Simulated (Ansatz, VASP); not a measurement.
**AlO2: VASP beside Ansatz**

```
CELL_PARAMETERS angstrom
4.25724 0.00000 0.00000
0.00000 4.25724 0.00000
0.00000 0.00000 3.95012
ATOMIC_POSITIONS crystal
Al 0.00000 0.00000 0.50000
Al 0.50000 0.50000 0.00000
O 0.59878 0.09878 0.25000
O 0.40122 0.90122 0.25000
O 0.09878 0.40122 0.75000
O 0.90122 0.59878 0.75000
```

Alike in both runs: task single point; functional PBE; k mesh 4 × 4 × 4; occupations gaussian, width 0.1 eV; no spin polarisation.

|  | VASP | Ansatz |
| --- | --- | --- |
| version | VASP 6.6.1 | Ansatz 0.2.0 |
| potentials or method | VASP PAW PBE potentials, release 64 (Al, O), cutoff 520 eV | scalar-relativistic, plane waves, PAW |
| valence electrons in the cell | 30 | 30 |

```tsv
	VASP	Ansatz	Ansatz less VASP
gap on the k mesh at the Fermi level (eV)	none	none	-
rms of the force components (eV/Å)	8.088	7.390	-0.6975
```

Atom by atom the forces differ by 0.698 eV/Å (rms over components). A gap of «none» marks a metal or a gap that the smearing closes.

The k mesh is coarse, so the values compare programs but aren't converged. Noted on VASP's run: the standard files for N, O and F lose accuracy on very short bonds.
